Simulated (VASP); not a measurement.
# CdS (Fm-3m) in VASP: a series of runs

The runs below take CdS through single point, with PBE0.

All numbers are computed with VASP 6.6.1; they aren't measurements. Logs are shortened: lines on timing, memory, paths and dates and some standing lists are left out, and cuts for length are marked.

## Step 1: The cell of the first run

It takes space group Fm-3m (No. 225, cubic). The conventional cell has a = 5.394 Å, b = 5.394 Å, c = 5.394 Å, α = 90.00°, β = 90.00°, γ = 90.00°. Within 3.6 Å of Cd (site symmetry m-3m) lie 6 S at 2.70 Å. S (site symmetry m-3m) has 6 Cd at 2.70 Å within 3.6 Å.

## Step 2: Single point, PBE0

The input, POSCAR:

```
CdS
1.0
    0.0000000000      2.6970395763      2.6970395763
    2.6970395763      0.0000000000      2.6970395763
    2.6970395763      2.6970395763      0.0000000000
Cd S
1 1
Direct
    0.0000000000      0.0000000000      0.0000000000
    0.5000000000      0.5000000000      0.5000000000
```

The input, INCAR.step1:

```
SYSTEM = CdS
PREC = Accurate
ENCUT = 520
EDIFF = 1E-5
ISMEAR = -1
SIGMA = 0.05
LREAL = .FALSE.
LASPH = .TRUE.
NELM = 80
ALGO = Normal
ISIF = 2
LWAVE = .TRUE.
NBANDS = 16
GGA = PE
```

The input, INCAR.step2:

```
SYSTEM = CdS
PREC = Accurate
ENCUT = 520
EDIFF = 1E-6
ISMEAR = -1
SIGMA = 0.05
LREAL = .FALSE.
LASPH = .TRUE.
NELM = 80
ALGO = Normal
ISIF = 2
LWAVE = .FALSE.
LCHARG = .TRUE.
GGA = PE
LHFCALC = .TRUE.
AEXX = 0.25
PRECFOCK = Normal
LELF = .TRUE.
LVHAR = .TRUE.
NBANDS = 16
ISTART = 1
```

The input, KPOINTS:

```
Automatic mesh
0
G
  4 4 4
  0 0 0
```

Potentials or basis: VASP PAW PBE potentials, release 64 (Cd, S).

Run with:

```
$ cat potpaw_PBE.64/Cd/POTCAR potpaw_PBE.64/S/POTCAR > POTCAR
$ cp INCAR.step1 INCAR
$ mpirun -np 1 vasp_std > vasp.out
$ cp INCAR.step2 INCAR
$ mpirun -np 1 vasp_std > vasp.out
```

OUTCAR:

```text
SYSTEM = CdS
   PREC = Accurate
   ENCUT = 520
   EDIFF = 1E-6
   ISMEAR = -1
   LREAL = .FALSE.
   LASPH = .TRUE.
   NELM = 80
   ISIF = 2
   GGA = PE
   LHFCALC = .TRUE.
   AEXX = 0.25
   PRECFOCK = Normal
   ISTART = 1

 ion  position               nearest neighbor table
   1  0.000  0.000  0.000-   2 2.70   2 2.70   2 2.70   2 2.70   2 2.70   2 2.70
   2  0.500  0.500  0.500-   1 2.70   1 2.70   1 2.70   1 2.70   1 2.70   1 2.70

  LATTYP: Found a face centered cubic cell.
 ALAT       =     5.3940791526

  Lattice vectors:

 A1 = (   0.0000000000,   2.6970395763,   2.6970395763)
 A2 = (   2.6970395763,   0.0000000000,   2.6970395763)
 A3 = (   2.6970395763,   2.6970395763,   0.0000000000)

Analysis of symmetry for initial positions (statically):
=====================================================================
 Subroutine PRICEL returns:
 Original cell was already a primitive cell.

 Routine SETGRP: Setting up the symmetry group for a
 face centered cubic supercell.

 Subroutine GETGRP returns: Found 48 space group operations
 (whereof 48 operations were pure point group operations)
 out of a pool of 48 trial point group operations.

The static configuration has the point symmetry O_h .

Analysis of symmetry for dynamics (positions and initial velocities):
=====================================================================
 Subroutine PRICEL returns:
 Original cell was already a primitive cell.

 Routine SETGRP: Setting up the symmetry group for a
 face centered cubic supercell.

 Subroutine GETGRP returns: Found 48 space group operations
 (whereof 48 operations were pure point group operations)
 out of a pool of 48 trial point group operations.

The dynamic configuration has the point symmetry O_h .

 Subroutine INISYM returns: Found 48 space group operations
 (whereof 48 operations are pure point group operations),
 and found     1 'primitive' translations

----------------------------------------------------------------------------------------

                                     Primitive cell

  volume of cell :      39.2367

  direct lattice vectors                    reciprocal lattice vectors
     0.000000000  2.697039576  2.697039576    -0.185388455  0.185388455  0.185388455
     2.697039576  0.000000000  2.697039576     0.185388455 -0.185388455  0.185388455
     2.697039576  2.697039576  0.000000000     0.185388455  0.185388455 -0.185388455

  length of vectors
     3.814189947  3.814189947  3.814189947     0.321102223  0.321102223  0.321102223
[... 71 lines left out ...]
   ISYM   =      3    0-nonsym 1-usesym 2-fastsym
   POTIM  = 0.5000    time-step for ionic-motion
   TEBEG  =    0.0;   TEEND  =   0.0 temperature during run
   PSTRESS=    0.0 pullay stress
   NELECT =      18.0000    total number of electrons
   NUPDOWN=      -1.0000    fix difference up-down
   EMIN   =  10.00;   EMAX   =-10.00  energy-range for DOS
   EFERMI =   0.00;   METHOD = LEGACY
   ISMEAR =    -1;   SIGMA  =   0.05  broadening in eV -4-tet -1-fermi 0-gaus
   EFERMI_NEDOS =   21; number of points for ismear=-14 and -15
   IALGO  =     38    algorithm
   IMIX   =      1    mixing-type and parameters
     AMIX     =   0.40;   BMIX     =  1.00
     AMIX_MAG =   1.60;   BMIX_MAG =  1.00
  volume/ion in A,a.u.               =      19.62       132.39
  Fermi-wavevector in a.u.,A,eV,Ry     =   1.262607  2.385982 21.690103  1.594178
  Thomas-Fermi vector in A             =   2.396007
   LORBIT       =      0    0 simple, 1 ext, 2 COOP (PROOUT), +10 PAW based schemes
   GGA     = PE    functional components
   LHFCALC =     T    Hartree Fock is set to
   PRECFOCK=normal    Normal, Fast or Accurate (Low or Medium for compatibility)
   ENCUT4O =  -1.0   cutoff for four orbital integrals eV
   NKREDX  =     1    reduce k-point grid by
   NKREDY  =     1    reduce k-point grid by
   NKREDZ  =     1    reduce k-point grid by
   AEXX    =    0.2500 exact exchange contribution
   HFSCREEN=    0.0000 screening length (either q_TF or 0.3 A-1)
   HFSCREENC=   0.0000 screening length for correlation (either q_TF or 0.3 A-1)
   ENCUTFOCK=  -1.0 apply spherical cutoff to Coloumb kernel
   IVDW    =     0    specifies the selected vdW correction
   LEPSILON=     F    determine dielectric tensor
   LRPA    =     F    only Hartree local field effects (RPA)
 non-spin polarized calculation
  energy-cutoff  :      520.00
  volume of cell :       39.24
 maximum number of plane-waves:      1067
  NGX = 24; NGY = 24; NGZ = 24

 number of electron      18.0000008 magnetization

 Free energy of the ion-electron system (eV)
  ---------------------------------------------------
  ext. energy  EPLUGINS =         0.00000000
  ---------------------------------------------------
  free energy    TOTEN  =        -7.88091036 eV

  energy without entropy =       -7.88091036  energy(sigma->0) =       -7.88091036

 E-fermi :   3.3319     XC(G=0):  -8.3559

 val. band max:        2.3294551687   @ k =   0.5000   0.0000   0.0000
 cond. band min:       4.2923586752   @ k =   0.5000   0.5000   0.0000
 fundamental gap:      1.9629035065
 Fermi energy:         3.3319398090

 k-point     1 :       0.0000    0.0000    0.0000
  band No.  band energies     occupation
      1     -12.0714      2.00000
      2      -6.6518      2.00000
      3      -6.6518      2.00000
      4      -6.6226      2.00000
      5      -6.6226      2.00000
      6      -6.6226      2.00000
[... 129 lines left out ...]
      3      -6.6196      2.00000
      4      -6.6196      2.00000
      5      -6.3207      2.00000
      6      -5.6822      2.00000
[... 8 lines left out ...]
     15      17.9451      0.00000
     16      19.4330      0.00000

------------------------ aborting loop because EDIFF is reached ----------------------------------------

  FORCE on cell =-STRESS in cart. coord.  units (eV):
  Direction    XX          YY          ZZ          XY          YZ          ZX
  --------------------------------------------------------------------------------------
  -------------------------------------------------------------------------------------
  Total        0.8473627      0.8473627      0.8473627     -0.0000000      0.0000000      0.0000000
  in kB       34.6009471     34.6009471     34.6009471     -0.0000000      0.0000000      0.0000000
  external PRESSURE =      34.6009471 kB  Pullay stress =       0.0000000 kB

 VOLUME and BASIS-vectors are now :
 -----------------------------------------------------------------------------
  energy-cutoff  :      520.00
  volume of cell :       39.24
      direct lattice vectors                 reciprocal lattice vectors
     0.000000000  2.697039576  2.697039576    -0.185388455  0.185388455  0.185388455
     2.697039576  0.000000000  2.697039576     0.185388455 -0.185388455  0.185388455
     2.697039576  2.697039576  0.000000000     0.185388455  0.185388455 -0.185388455

 POSITION                                       TOTAL-FORCE (eV/Angst)
 -----------------------------------------------------------------------------------
      0.00000      0.00000      0.00000         0.000000      0.000000      0.000000
      2.69704      2.69704      2.69704        -0.000000      0.000000     -0.000000
 -----------------------------------------------------------------------------------
    total drift:                               -0.000000     -0.000000     -0.000000

  FREE ENERGIE OF THE ION-ELECTRON SYSTEM (eV)
  ---------------------------------------------------
  free  energy   TOTEN  =        -7.8809103590 eV

  energy  without entropy=       -7.8809103580  energy(sigma->0) =       -7.88091036
```

OUTCAR.step1:

```text
SYSTEM = CdS
   PREC = Accurate
   ENCUT = 520
   EDIFF = 1E-5
   ISMEAR = -1
   LREAL = .FALSE.
[... 354 lines left out ...]
      0.00000      0.00000      0.00000         0.000000      0.000000      0.000000
      2.69704      2.69704      2.69704         0.000000      0.000000     -0.000000
 -----------------------------------------------------------------------------------
    total drift:                                0.000000      0.000000      0.000000

  FREE ENERGIE OF THE ION-ELECTRON SYSTEM (eV)
  ---------------------------------------------------
  free  energy   TOTEN  =        -5.7577168984 eV

  energy  without entropy=       -5.7523708964  energy(sigma->0) =       -5.75504390
```

OSZICAR.step1:

```text
N       E                     dE             d eps       ncg     rms          rms(c)
DAV:   1     0.114723937520E+03    0.11472E+03   -0.94638E+03   256   0.106E+03
DAV:   2    -0.261722825677E+01   -0.11734E+03   -0.10842E+03   288   0.259E+02
DAV:   3    -0.634200161543E+01   -0.37248E+01   -0.37177E+01   320   0.499E+01
DAV:   4    -0.635863427479E+01   -0.16633E-01   -0.16631E-01   312   0.325E+00
DAV:   5    -0.635878347754E+01   -0.14920E-03   -0.14920E-03   304   0.306E-01    0.822E+00
DAV:   6    -0.578808714771E+01    0.57070E+00   -0.83128E-01   328   0.119E+01    0.684E+00
DAV:   7    -0.575837051809E+01    0.29717E-01   -0.19576E-01   280   0.319E+00    0.342E+00
DAV:   8    -0.575819621161E+01    0.17431E-03   -0.24259E-02   304   0.199E+00    0.408E-01
DAV:   9    -0.575773176919E+01    0.46444E-03   -0.35651E-03   304   0.850E-01    0.815E-02
DAV:  10    -0.575768982288E+01    0.41946E-04   -0.43169E-04   320   0.225E-01    0.469E-02
DAV:  11    -0.575771073945E+01   -0.20917E-04   -0.50597E-05   320   0.601E-02    0.457E-02
DAV:  12    -0.575771689842E+01   -0.61590E-05   -0.28124E-05   288   0.345E-02
   1 F= -.57577169E+01 E0= -.57550439E+01  d E =-.534600E-02
```

It took 11 min on 1 thread of Intel Xeon 8259CL, shared host; peak memory 0.18 GiB.

What came out:

```
Free energy            : -7.8809 eV
Pressure               : 3.5 GPa
Band gap on the k mesh : 1.96 eV (least direct gap 3.75 eV)
```

Caveat: the k points lie up to 0.50 Å⁻¹ apart; the PAW data sets were made with another functional, which shifts forces and pressure a little.

## Step 3: Single point, PBE0

This run uses another cell than the first one, of 20.04 Å³/atom.

The input, POSCAR:

```
CdS
1.0
    0.0000000000      2.7160334386      2.7160334386
    2.7160334386      0.0000000000      2.7160334386
    2.7160334386      2.7160334386      0.0000000000
Cd S
1 1
Direct
    0.0000000000      0.0000000000      0.0000000000
    0.5000000000      0.5000000000      0.5000000000
```

The input, INCAR.step1:

```
SYSTEM = CdS
PREC     = Accurate       ! precision mode
ENCUT    = 520            ! plane-wave cutoff, eV
EDIFF    = 1E-5           ! SCF threshold, eV
ISMEAR   = -1             ! smearing method
SIGMA    = 0.05           ! smearing width, eV
LREAL    = .FALSE.        ! projectors in reciprocal space
LASPH    = .TRUE.         ! aspherical terms in the spheres
NELM     = 100            ! most SCF steps
ALGO     = Normal         ! electronic algorithm
ISIF     = 2              ! what is computed and relaxed
LWAVE    = .TRUE.         ! write WAVECAR
LCHARG   = .FALSE.        ! write CHGCAR
GGA      = PE             ! functional
NBANDS   = 16             ! bands
```

The input, INCAR.step2:

```
SYSTEM = CdS
PREC     = Accurate       ! precision mode
ENCUT    = 520            ! plane-wave cutoff, eV
EDIFF    = 1E-7           ! SCF threshold, eV
ISMEAR   = -1             ! smearing method
SIGMA    = 0.05           ! smearing width, eV
LREAL    = .FALSE.        ! projectors in reciprocal space
LASPH    = .TRUE.         ! aspherical terms in the spheres
NELM     = 100            ! most SCF steps
ALGO     = Normal         ! electronic algorithm
ISIF     = 2              ! what is computed and relaxed
LWAVE    = .FALSE.        ! write WAVECAR
LCHARG   = .FALSE.        ! write CHGCAR
GGA      = PE             ! functional
LHFCALC  = .TRUE.         ! exact exchange
AEXX     = 0.25           ! exact-exchange fraction
PRECFOCK = Normal       
ISTART   = 1            
NBANDS   = 16             ! bands
```

The input, KPOINTS:

```
regular mesh
0
G
  4 4 4
  0 0 0
```

Potentials or basis: VASP PAW PBE potentials, release 64 (Cd, S).

Run with:

```
$ cat potpaw_PBE.64/Cd/POTCAR potpaw_PBE.64/S/POTCAR > POTCAR
$ cp INCAR.step1 INCAR
$ mpirun -np 1 vasp_std > vasp.out
$ cp INCAR.step2 INCAR
$ mpirun -np 1 vasp_std > vasp.out
```

Wall time 14 min (1 thread of Intel Xeon 8259CL, shared host); peak memory 0.17 GiB.

Results (log left out):

```
Free energy            : -7.8940 eV
Pressure               : 1.5 GPa
Band gap on the k mesh : 1.96 eV (least direct gap 3.59 eV)
```

Levels at points of the mesh, in eV from the valence-band top:
```csv
k point,band 6,band 7,band 8,band 9,band 10,band 11,band 12,band 13
"(0.00, 0.00, 0.00)",-8.91,-0.79,-0.79,-0.79,2.80,11.15,11.15,11.15
"(0.50, 0.00, 0.00)",-8.70,-5.41,0.00,0.00,5.18,7.76,7.76,9.38
"(0.50, 0.50, 0.00)",-7.80,-4.77,-2.38,-2.38,1.96,7.66,12.24,13.78
```

Caveat: the k points lie up to 0.50 Å⁻¹ apart; the PAW data sets were made with another functional, which shifts forces and pressure a little. A k mesh can miss the band edges.

## Step 4: Single point, PBE0

This run uses another cell than the first one, of 20.45 Å³/atom.

The input, POSCAR:

```
CdS
1.0
    0.0000000000      2.7347652956      2.7347652956
    2.7347652956      0.0000000000      2.7347652956
    2.7347652956      2.7347652956      0.0000000000
Cd S
1 1
Direct
    0.0000000000      0.0000000000      0.0000000000
    0.5000000000      0.5000000000      0.5000000000
```

The input, INCAR.step1:

```
PREC = Accurate ; ENCUT = 520
EDIFF = 1E-5 ; ISMEAR = -1
SIGMA = 0.05 ; LREAL = False
LASPH = True ; NELM = 60
ALGO = Normal ; ISIF = 2
LWAVE = True ; LCHARG = False
GGA = PE ; NBANDS = 16
```

The input, INCAR.step2:

```
PREC = Accurate ; ENCUT = 520
EDIFF = 1E-6 ; ISMEAR = -1
SIGMA = 0.05 ; LREAL = False
LASPH = True ; NELM = 60
ALGO = Normal ; ISIF = 2
LWAVE = False ; LCHARG = False
GGA = PE ; LHFCALC = True
AEXX = 0.25 ; PRECFOCK = Normal
ISTART = 1 ; NBANDS = 16
```

The input, KPOINTS:

```
Automatic mesh
0
Gamma
  4 4 4
```

Run with:

```
$ cat potpaw_PBE.64/Cd/POTCAR potpaw_PBE.64/S/POTCAR > POTCAR
$ cp INCAR.step1 INCAR
$ mpirun -np 1 vasp_std > vasp.out
$ cp INCAR.step2 INCAR
$ mpirun -np 1 vasp_std > vasp.out
```

It took 9.4 min on 1 thread of Intel Xeon 8259CL, shared host; peak memory 0.17 GiB.

Results (log left out):

- Free energy: -7.8975 eV
- Pressure: -0.3 GPa
- Band gap on the k mesh: 1.95 eV (least direct gap 3.43 eV)

Levels at points of the mesh, in eV from the valence-band top:
```tsv
k point	band 6	band 7	band 8	band 9	band 10	band 11	band 12	band 13
(0.00, 0.00, 0.00)	-8.87	-0.74	-0.74	-0.74	2.69	11.13	11.13	11.13
(0.50, 0.00, 0.00)	-8.68	-5.30	0.00	0.00	5.19	7.77	7.77	9.19
(0.50, 0.50, 0.00)	-7.83	-4.62	-2.28	-2.28	1.95	7.68	12.09	13.61
```

Caveat: the k points lie up to 0.50 Å⁻¹ apart; the PAW data sets were made with another functional, which shifts forces and pressure a little. A k mesh can miss the band edges.

[end of part 1 of 2]
